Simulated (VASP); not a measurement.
Si: single point with PBE

The system is Si.

```xyz
4
Lattice="0.0000 -2.7348 -2.7348 0.0000 2.7348 -2.7348 5.4695 0.0000 0.0000" Properties=species:S:1:pos:R:3 pbc="T T T"
Si    0.0000   -0.0009   -2.7840
Si    2.7348    0.0009    0.0493
Si    1.3674   -1.4196   -4.0431
Si    4.1021   -1.3151   -1.4264
```

This cell differs from its parent crystal: atoms displaced along a vibrational mode.

- Program: VASP 6.6.1
- Task: single point
- Functional: PBE
- Potentials or basis: VASP PAW PBE potentials, release 64 (Si)
- Cutoff: 520 eV
- k mesh: 8 × 8 × 6
- Occupations: gaussian, width 0.05 eV
- Spin: no spin polarisation
- Dipole correction: no
- Further INCAR settings: ALGO = Normal; EDIFF = 1e-06; NBANDS = 16

The pressure is 0.0 GPa and the largest force is 0.693 eV/Å. The band gap on the k mesh is 0.61 eV.

Forces on the atoms (eV/Å):
```
Si   0.031  0.547  0.078
Si   0.031 -0.547 -0.078
Si  -0.031  0.145 -0.677
Si  -0.031 -0.145  0.677
```

Stress tensor (GPa, compression positive):
```
 0.05  0.00  0.00
 0.00  0.08 -0.06
 0.00 -0.06 -0.12
```

Levels at points of the mesh, in eV from the valence-band top:
```
           k point  band 5  band 6  band 7  band 8  band 9  band 10  band 11  band 12
(0.00, 0.00, 0.00)   -2.80   -0.08   -0.01    0.00    0.72     0.78     2.54     2.55
(0.50, 0.00, 0.00)   -3.73   -3.64   -1.39   -1.24    2.35     2.44     4.60     4.85
(0.00, 0.50, 0.00)   -3.74   -3.64   -1.38   -1.22    2.36     2.46     4.58     4.88
(0.50, 0.50, 0.00)   -2.88   -2.82   -2.81   -2.73    0.65     0.73     0.74     0.79
(0.00, 0.00, 0.50)   -1.86   -1.86   -1.85   -1.85    1.13     1.13     3.08     3.08
(0.50, 0.00, 0.50)   -1.28   -1.28   -1.10   -1.10    1.44     1.44     3.25     3.25
(0.00, 0.50, 0.50)   -1.27   -1.27   -1.11   -1.11    1.44     1.44     3.27     3.27
(0.50, 0.50, 0.50)   -3.82   -3.82   -3.72   -3.72    4.10     4.10     4.33     4.33
```

Wall time 75 s on 1 thread of AMD EPYC 9R45 96-Core Processor (Zen 5) (shared host), peak memory 0.23 GiB.

Caveat: the cell differs from its parent crystal (atoms displaced along a vibrational mode). A k mesh can miss the band edges.
